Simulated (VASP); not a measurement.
# Mg3ZrN3 in VASP: notebook

Mg3ZrN3 is run at these levels: PBE, r2SCAN; tasks: single point, relaxation of cell and atoms.

Program: VASP 6.6.1. These are calculated values, not measurements. Logs are shortened: lines on timing, memory, paths and dates and some standing lists are left out, and cuts for length are marked.

### 1 The cell of the first run

The typed cell holds 7 atoms: a = 4.465 Å, b = 4.465 Å, c = 4.465 Å, α = 89.98°, β = 89.98°, γ = 89.98°.

The cell was built from a structure type or drawn by symmetry, and may not be a known phase.

### 2 Single point, PBE

INCAR reads:

```
ALGO = Normal
EDIFF = 1E-6
ENCUT = 520
GGA = PE
ISIF = 2
ISMEAR = 0
LASPH = True
LCHARG = False
LREAL = False
LWAVE = False
NBANDS = 26
NELM = 60
PREC = Accurate
SIGMA = 0.15
```

KPOINTS reads:

```
k-points
0
Gamma
  3 3 3
```

POSCAR reads:

```
Mg3ZrN3
1.0
    3.1569479133      1.8226647275      2.5788532585
   -3.1569479133      1.8226647275      2.5788532585
    0.0000000000     -3.6453294551      2.5788532585
Mg Zr N
3 1 3
Direct
    0.0000000000      0.0000000000      0.5000000000
    0.5000000000      0.0000000000      0.0000000000
    0.0000000000      0.5000000000      0.0000000000
    0.5000000000      0.5000000000      0.5000000000
    0.5000000000      0.5000000000      0.0000000000
    0.0000000000      0.5000000000      0.5000000000
    0.5000000000      0.0000000000      0.5000000000
```

Potentials or basis: VASP PAW PBE potentials, release 64 (Mg, Zr_sv, N).

Started as:

```console
cat potpaw_PBE.64/Mg/POTCAR potpaw_PBE.64/Zr_sv/POTCAR potpaw_PBE.64/N/POTCAR > POTCAR
mpirun -np 1 vasp_std > vasp.out
```

OUTCAR:

```text
EDIFF = 1E-6
   ENCUT = 520
   GGA = PE
   ISIF = 2
   ISMEAR = 0
   LASPH = True
   LREAL = False
   NELM = 60
   PREC = Accurate

 ion  position               nearest neighbor table
   1  0.000  0.000  0.500-   6 2.23   7 2.23   6 2.23   7 2.23   3 3.16   2 3.16   2 3.16   3 3.16
                             4 3.16   4 3.16   4 3.16   4 3.16   3 3.16   3 3.16   2 3.16   2 3.16
   2  0.500  0.000  0.000-   5 2.23   5 2.23   7 2.23   7 2.23   1 3.16   4 3.16   4 3.16   1 3.16
                             3 3.16   3 3.16   3 3.16   3 3.16   1 3.16   4 3.16   1 3.16   4 3.16
   3  0.000  0.500  0.000-   5 2.23   5 2.23   6 2.23   6 2.23   1 3.16   1 3.16   4 3.16   4 3.16
                             2 3.16   2 3.16   2 3.16   2 3.16   1 3.16   1 3.16   4 3.16   4 3.16
   4  0.500  0.500  0.500-   6 2.23   7 2.23   7 2.23   6 2.23   5 2.23   5 2.23   2 3.16   3 3.16
                             3 3.16   2 3.16   1 3.16   1 3.16   1 3.16   1 3.16   2 3.16   2 3.16
   5  0.500  0.500  0.000-   2 2.23   3 2.23   2 2.23   3 2.23   4 2.23   4 2.23
   6  0.000  0.500  0.500-   1 2.23   4 2.23   1 2.23   4 2.23   3 2.23   3 2.23
   7  0.500  0.000  0.500-   1 2.23   4 2.23   4 2.23   1 2.23   2 2.23   2 2.23

  LATTYP: Found a trigonal (rhomboedric) cell.
 ALAT       =     4.4653007698
 COS(alpha) =     0.0003144961

  Lattice vectors:

 A1 = (   3.1569479133,   1.8226647275,   2.5788532585)
 A2 = (  -3.1569479133,   1.8226647275,   2.5788532585)
 A3 = (   0.0000000000,  -3.6453294551,   2.5788532585)

Analysis of symmetry for initial positions (statically):
=====================================================================
 Subroutine PRICEL returns:
 Original cell was already a primitive cell.

 Routine SETGRP: Setting up the symmetry group for a
 trigonal (rhombohedral) supercell.

 Subroutine GETGRP returns: Found 12 space group operations
 (whereof 12 operations were pure point group operations)
 out of a pool of 12 trial point group operations.

The static configuration has the point symmetry D_3d.

Analysis of symmetry for dynamics (positions and initial velocities):
=====================================================================
 Subroutine PRICEL returns:
 Original cell was already a primitive cell.

 Routine SETGRP: Setting up the symmetry group for a
 trigonal (rhombohedral) supercell.

 Subroutine GETGRP returns: Found 12 space group operations
 (whereof 12 operations were pure point group operations)
 out of a pool of 12 trial point group operations.

The dynamic configuration has the point symmetry D_3d.

 Subroutine INISYM returns: Found 12 space group operations
 (whereof 12 operations are pure point group operations),
 and found     1 'primitive' translations

----------------------------------------------------------------------------------------

                                     Primitive cell

  volume of cell :      89.0332

  direct lattice vectors                    reciprocal lattice vectors
     3.156947913  1.822664728  2.578853259     0.158380820  0.091441209  0.129256417
    -3.156947913  1.822664728  2.578853259    -0.158380820  0.091441209  0.129256417
     0.000000000 -3.645329455  2.578853259     0.000000000 -0.182882418  0.129256417

  length of vectors
     4.465300770  4.465300770  4.465300770     0.223949102  0.223949102  0.223949102

  position of ions in fractional coordinates (direct lattice)
     0.000000000  0.000000000  0.500000000
     0.500000000  0.000000000  0.000000000
     0.000000000  0.500000000  0.000000000
     0.500000000  0.500000000  0.500000000
     0.500000000  0.500000000  0.000000000
     0.000000000  0.500000000  0.500000000
     0.500000000  0.000000000  0.500000000

  ion indices of the primitive-cell ions
   primitive index   ion index
                 1           1
                 2           2
                 3           3
                 4           4
                 5           5
                 6           6
                 7           7

----------------------------------------------------------------------------------------

 KPOINTS: k-points

Automatic generation of k-mesh.
 Grid dimensions read from file:
 generate k-points for:    3    3    3

 Generating k-lattice:

  Cartesian coordinates                     Fractional coordinates (reciprocal lattice)
     0.052793607  0.030480403  0.043085472     0.333333333  0.000000000  0.000000000
    -0.052793607  0.030480403  0.043085472     0.000000000  0.333333333  0.000000000
     0.000000000 -0.060960806  0.043085472     0.000000000  0.000000000  0.333333333

  Length of vectors
     0.074649701  0.074649701  0.074649701

  Shift w.r.t. Gamma in fractional coordinates (k-lattice)
     0.000000000  0.000000000  0.000000000

 Subroutine IBZKPT returns following result:
 ===========================================

 Found      6 irreducible k-points:

 Following reciprocal coordinates:
            Coordinates               Weight
[... 47 lines left out ...]
  Thomas-Fermi vector in A             =   2.312340
   LORBIT       =      0    0 simple, 1 ext, 2 COOP (PROOUT), +10 PAW based schemes
   GGA     = PE    functional components
   LHFCALC =     F    Hartree Fock is set to
   AEXX    =    0.0000 exact exchange contribution
   IVDW    =     0    specifies the selected vdW correction
   LEPSILON=     F    determine dielectric tensor
   LRPA    =     F    only Hartree local field effects (RPA)
 non-spin polarized calculation
 Gauss-broadening in eV      SIGMA  =   0.15
  energy-cutoff  :      520.00
  volume of cell :       89.03
 maximum number of plane-waves:      2398
 NGX is ok and might be reduce to    36
   NGX = 17   NGY = 17   NGZ = 17

 number of electron      33.0000006 magnetization

 Free energy of the ion-electron system (eV)
  ---------------------------------------------------
  ext. energy  EPLUGINS =         0.00000000
  ---------------------------------------------------
  free energy    TOTEN  =       -44.58321511 eV

  energy without entropy =      -44.56269022  energy(sigma->0) =      -44.57295266

 E-fermi :   6.1098     XC(G=0): -10.6030

 val. band max:        6.0507047878   @ k =   0.3333   0.0000   0.0000
 cond. band min:       6.3290456262   @ k =   0.3333   0.3333   0.0000
 fundamental gap:      0.2783408384
 Fermi energy:         6.1098436595

 k-point     1 :       0.0000    0.0000    0.0000
  band No.  band energies     occupation
      1     -42.9388      2.00000
      2     -21.0423      2.00000
      3     -21.0423      2.00000
      4     -21.0418      2.00000
      5      -8.6680      2.00000
      6      -7.5320      2.00000
[... 18 lines left out ...]
     25      12.1924      0.00000
     26      12.1985      0.00000

 k-point     2 :       0.3333    0.0000    0.0000
  band No.  band energies     occupation
      1     -42.9381      2.00000
      2     -21.0948      2.00000
      3     -21.0403      2.00000
      4     -21.0399      2.00000
      5      -8.3260      2.00000
      6      -7.4822      2.00000
[... 18 lines left out ...]
     25      12.6514      0.00000
     26      13.6583      0.00000

 k-point     3 :       0.3333    0.3333    0.0000
  band No.  band energies     occupation
      1     -42.9374      2.00000
      2     -21.0920      2.00000
      3     -21.0916      2.00000
      4     -21.0381      2.00000
      5      -7.9670      2.00000
      6      -7.2746      2.00000
[... 18 lines left out ...]
     25      13.9946      0.00000
     26      14.3735      0.00000

 k-point     4 :      -0.3333    0.3333    0.0000
  band No.  band energies     occupation
      1     -42.9374      2.00000
      2     -21.0923      2.00000
      3     -21.0913      2.00000
      4     -21.0381      2.00000
      5      -7.9669      2.00000
      6      -7.2742      2.00000
[... 18 lines left out ...]
     25      13.9907      0.00000
     26      14.3742      0.00000

 k-point     5 :       0.3333    0.3333    0.3333
  band No.  band energies     occupation
      1     -42.9367      2.00000
      2     -21.0892      2.00000
      3     -21.0887      2.00000
      4     -21.0887      2.00000
      5      -7.4766      2.00000
      6      -7.1381      2.00000
[... 18 lines left out ...]
     25      13.3946      0.00000
     26      13.9787      0.00000

 k-point     6 :      -0.3333    0.3333    0.3333
  band No.  band energies     occupation
      1     -42.9367      2.00000
      2     -21.0897      2.00000
      3     -21.0887      2.00000
      4     -21.0882      2.00000
      5      -7.4758      2.00000
      6      -7.1389      2.00000
[... 18 lines left out ...]
     25      13.3955      0.00000
     26      13.9783      0.00000

------------------------ aborting loop because EDIFF is reached ----------------------------------------

  FORCE on cell =-STRESS in cart. coord.  units (eV):
  Direction    XX          YY          ZZ          XY          YZ          ZX
  --------------------------------------------------------------------------------------
  -------------------------------------------------------------------------------------
  Total       -0.0677508     -0.0677508     -0.1258896      0.0000000      0.0000000      0.0000000
  in kB       -1.2191950     -1.2191950     -2.2654176      0.0000000      0.0000000      0.0000000
  external PRESSURE =      -1.5679359 kB  Pullay stress =       0.0000000 kB

 VOLUME and BASIS-vectors are now :
 -----------------------------------------------------------------------------
  energy-cutoff  :      520.00
  volume of cell :       89.03
      direct lattice vectors                 reciprocal lattice vectors
     3.156947913  1.822664728  2.578853259     0.158380820  0.091441209  0.129256417
    -3.156947913  1.822664728  2.578853259    -0.158380820  0.091441209  0.129256417
     0.000000000 -3.645329455  2.578853259     0.000000000 -0.182882418  0.129256417

 POSITION                                       TOTAL-FORCE (eV/Angst)
 -----------------------------------------------------------------------------------
      0.00000     -1.82266      1.28943         0.000000     -0.000000     -0.000000
      1.57847      0.91133      1.28943         0.000000     -0.000000     -0.000000
     -1.57847      0.91133      1.28943         0.000000     -0.000000      0.000000
      0.00000     -0.00000      3.86828        -0.000000     -0.000000      0.000000
      0.00000      1.82266      2.57885         0.000000     -0.000000     -0.000000
     -1.57847     -0.91133      2.57885         0.000000      0.000000     -0.000000
      1.57847     -0.91133      2.57885         0.000000      0.000000     -0.000000
 -----------------------------------------------------------------------------------
    total drift:                               -0.000000     -0.000000      0.000000

  FREE ENERGIE OF THE ION-ELECTRON SYSTEM (eV)
  ---------------------------------------------------
  free  energy   TOTEN  =       -44.5832151111 eV

  energy  without entropy=      -44.5626902181  energy(sigma->0) =      -44.57295266
```

Wall time 11 s (1 thread of Intel Xeon 6975P-C (Granite Rapids), shared host); peak memory 0.2 GiB.

Results:

```
Free energy            : -44.5832 eV
Pressure               : -0.2 GPa
Band gap on the k mesh : zero (an odd number of electrons rules out a gap without spin polarisation)
```

Stress tensor (GPa, compression positive):
```
-0.12  0.00  0.00
 0.00 -0.12  0.00
 0.00  0.00 -0.23
```

Caveat: the k points lie up to 0.47 Å⁻¹ apart, too coarse for converged energies and pressures of a metal.

### 3 Single point, PBE

INCAR reads:

```
SYSTEM = Mg3ZrN3
ALGO     = Normal         ! electronic algorithm
EDIFF    = 1E-7           ! SCF threshold, eV
ENCUT    = 520            ! plane-wave cutoff, eV
GGA      = PE             ! functional
ISIF     = 2              ! what is computed and relaxed
ISMEAR   = 0              ! smearing method
LASPH    = .True.         ! aspherical terms in the spheres
LCHARG   = .True.         ! write CHGCAR
LELF     = .True.         ! ELF
LREAL    = .False.        ! projectors in reciprocal space
LVHAR    = .True.       
LWAVE    = .False.        ! write WAVECAR
NBANDS   = 26             ! bands
NELM     = 100            ! most SCF steps
PREC     = Accurate       ! precision mode
SIGMA    = 0.1            ! smearing width, eV
```

KPOINTS reads:

```
k-points
0
Gamma
  8 8 8
  0 0 0
```

POSCAR reads:

```
Mg3ZrN3
1.0
    4.4644391664      0.0000000000      0.0000000000
    0.0000000000      4.4644391664      0.0000000000
    0.0000000000      0.0000000000      4.4644391664
Mg Zr N
3 1 3
Direct
    0.0000000000      0.5000000000      0.0000000000
    0.0000000000      0.0000000000      0.5000000000
    0.5000000000      0.0000000000      0.0000000000
    0.5000000000      0.5000000000      0.5000000000
    0.5000000000      0.0000000000      0.5000000000
    0.5000000000      0.5000000000      0.0000000000
    0.0000000000      0.5000000000      0.5000000000
```

Potentials or basis: VASP PAW PBE potentials, release 64 (Mg, Zr_sv, N).

Started as:

```console
cat potpaw_PBE.64/Mg/POTCAR potpaw_PBE.64/Zr_sv/POTCAR potpaw_PBE.64/N/POTCAR > POTCAR
mpirun -np 1 vasp_std > vasp.out
```

Run time: 54 s. Hardware: 1 thread of Intel Xeon 6975P-C (Granite Rapids), shared host; peak memory 0.25 GiB.

Results (log left out):

```
Free energy            : -44.6941 eV
Pressure               : -0.3 GPa
Band gap on the k mesh : zero (an odd number of electrons rules out a gap without spin polarisation)
```

Levels at points of the mesh, in eV from the Fermi level:
```tsv
k point	band 15	band 16	band 17	band 18	band 19	band 20
(0.00, 0.00, 0.00)	-0.80	-0.80	-0.80	0.87	0.87	0.87
(0.50, 0.00, 0.00)	-1.02	-1.02	0.92	1.07	2.37	3.43
(0.50, 0.50, 0.00)	-1.65	-1.23	0.28	3.07	3.58	3.58
(0.50, 0.50, 0.50)	-1.22	-1.22	-1.22	4.44	4.44	4.44
```

### 4 Single point, r2SCAN

POSCAR is that of step 3.

INCAR.step1 reads:

```
PREC     = Accurate       # precision mode
ENCUT    = 520            # plane-wave cutoff, eV
ISMEAR   = 0              # smearing method
SIGMA    = 0.1            # smearing width, eV
LREAL    = F              # projectors in reciprocal space
LASPH    = T              # aspherical terms in the spheres
NELM     = 60             # most SCF steps
NBANDS   = 26             # bands
GGA      = PE             # functional
ALGO     = Normal         # electronic algorithm
EDIFF    = 1E-4           # SCF threshold, eV
LWAVE    = T              # write WAVECAR
LCHARG   = F              # write CHGCAR
```

INCAR.step2 reads:

```
PREC     = Accurate       # precision mode
ENCUT    = 520            # plane-wave cutoff, eV
EDIFF    = 1E-7           # SCF threshold, eV
ISMEAR   = 0              # smearing method
SIGMA    = 0.1            # smearing width, eV
LREAL    = F              # projectors in reciprocal space
LASPH    = T              # aspherical terms in the spheres
NELM     = 60             # most SCF steps
ALGO     = Normal         # electronic algorithm
ISIF     = 2              # what is computed and relaxed
LWAVE    = F              # write WAVECAR
LCHARG   = F              # write CHGCAR
METAGGA  = R2SCAN         # meta-GGA
LMIXTAU  = T            
NBANDS   = 26             # bands
ISTART   = 1
```

KPOINTS reads:

```
Automatic mesh
0
Gamma
  8 8 8
```

Started as:

```console
cat potpaw_PBE.64/Mg/POTCAR potpaw_PBE.64/Zr_sv/POTCAR potpaw_PBE.64/N/POTCAR > POTCAR
cp INCAR.step1 INCAR
mpirun -np 1 vasp_std > vasp.out
cp INCAR.step2 INCAR
mpirun -np 1 vasp_std > vasp.out
```

Wall time 2.9 min (1 thread of Intel Xeon 6975P-C (Granite Rapids), shared host); peak memory 0.26 GiB.

The run converged. Its results:

```
Free energy            : -70.6335 eV
Pressure               : -2.9 GPa
Band gap on the k mesh : zero (an odd number of electrons rules out a gap without spin polarisation)
```

Levels at points of the mesh, in eV from the Fermi level:
```csv
k point,band 13,band 14,band 15,band 16,band 17,band 18,band 19,band 20,band 21,band 22
"(0.00, 0.00, 0.00)",-2.47,-1.98,-0.98,-0.98,-0.98,1.14,1.14,1.14,5.17,5.17
"(0.50, 0.00, 0.00)",-3.52,-3.01,-1.20,-1.20,0.93,1.34,2.80,3.72,3.72,5.20
"(0.50, 0.50, 0.00)",-3.75,-3.75,-1.84,-1.39,0.27,3.38,3.87,3.87,4.64,4.64
"(0.50, 0.50, 0.50)",-4.30,-1.82,-1.38,-1.38,-1.38,4.78,4.78,4.78,6.30,6.30
```

Caveat: the PAW data sets were made with another functional, which shifts forces and pressure a little.

### 5 Relaxation of cell and atoms, PBE

INCAR reads:

```
ALGO = Normal
EDIFF = 1E-6
EDIFFG = -0.01
ENCUT = 600
GGA = PE
IBRION = 2
ISIF = 3
ISMEAR = 0
LASPH = True
LCHARG = False
LREAL = False
LWAVE = False
NELM = 100
NSW = 100
PREC = Accurate
SIGMA = 0.1
```

KPOINTS reads:

```
k-points
0
Gamma
  8 8 8
```

POSCAR, as its differences from that of step 4:

```diff
@@ -2,5 +2,5 @@
 1.0
-    4.4644391664      0.0000000000      0.0000000000
-    0.0000000000      4.4644391664      0.0000000000
-    0.0000000000      0.0000000000      4.4644391664
+    4.4653007698      0.0000000000      0.0000000000
+    0.0000000000      4.4653007698      0.0000000000
+    0.0000000000      0.0000000000      4.4653007698
 Mg Zr N
```

Started as:

```console
cat potpaw_PBE.64/Mg/POTCAR potpaw_PBE.64/Zr_sv/POTCAR potpaw_PBE.64/N/POTCAR > POTCAR
mpirun -np 1 vasp_std > vasp.out
```

It took 84 s on 1 thread of Intel Xeon 6975P-C (Granite Rapids), shared host; peak memory 0.26 GiB.

The run converged. Its results:

```yaml
Free_energy: -44.6992 eV
Relaxed_volume: 12.68 Å³/atom
Relaxed_cell: a = 4.461 Å, b = 4.461 Å, c = 4.461 Å, α = 90.00°, β = 90.00°, γ = 90.00°
Space_group_after_relaxing_to_0.1_Å: Pm-3m (No. 221)
Energy_gained_by_relaxing: 0.0 meV/atom
Ionic_steps: 3
Pressure_after_relaxing: 0.0 GPa
Band_gap_on_the_k_mesh: zero (an odd number of electrons rules out a gap without spin polarisation)
```

Step by step:
```csv
step,energy change (eV),largest force (eV/Å),pressure (GPa),volume (Å³)
1,0.0000,0.0000,-0.43,89.03
2,-0.0002,0.0000,0.31,88.60
3,-0.0003,0.0000,0.01,88.78
```

Final structure:
```
CELL_PARAMETERS angstrom
4.46100 0.00000 0.00000
0.00000 4.46100 0.00000
0.00000 0.00000 4.46100
ATOMIC_POSITIONS crystal
Mg 0.00000 0.50000 0.00000
Mg 0.00000 0.00000 0.50000
Mg 0.50000 0.00000 0.00000
Zr 0.50000 0.50000 0.50000
N 0.50000 0.00000 0.50000
N 0.50000 0.50000 0.00000
N 0.00000 0.50000 0.50000
```

Levels at points of the mesh, in eV from the Fermi level:
```tsv
k point	band 14	band 15	band 16	band 17	band 18	band 19	band 20
(0.00, 0.00, 0.00)	-1.97	-0.80	-0.80	-0.80	0.87	0.87	0.87
(0.50, 0.00, 0.00)	-2.85	-1.02	-1.02	0.92	1.08	2.38	3.44
(0.50, 0.50, 0.00)	-3.59	-1.64	-1.23	0.28	3.07	3.59	3.59
(0.50, 0.50, 0.50)	-1.76	-1.22	-1.22	-1.22	4.45	4.45	4.45
```

### 6 Summary

| task | level | cell | k mesh | cutoff (eV) | smearing | gap on the mesh (eV) | pressure (GPa) |
| --- | --- | --- | --- | --- | --- | --- | --- |
| single point | PBE | a = 4.465 Å, 7 atoms | 3 × 3 × 3 | 520 | gaussian 0.15 eV | none | -0.2 |
| single point | PBE | a = 4.464 Å, 7 atoms | 8 × 8 × 8 | 520 | gaussian 0.1 eV | none | -0.3 |
| single point | r2SCAN | a = 4.464 Å, 7 atoms | 8 × 8 × 8 | 520 | gaussian 0.1 eV | none | -2.9 |
| relaxation of cell and atoms | PBE | relaxed from a = 4.465 Å, 7 atoms | 8 × 8 × 8 | 600 | gaussian 0.1 eV | none | 0.0 |

Alike in all rows: potentials or basis VASP PAW PBE potentials, release 64 (Mg, Zr_sv, N); no spin polarisation.

Caveats: some runs use coarse meshes; the PAW data sets were made with another functional, which shifts forces and pressure a little (at least some runs).

Absolute energies hang on the potentials; compare differences alone.
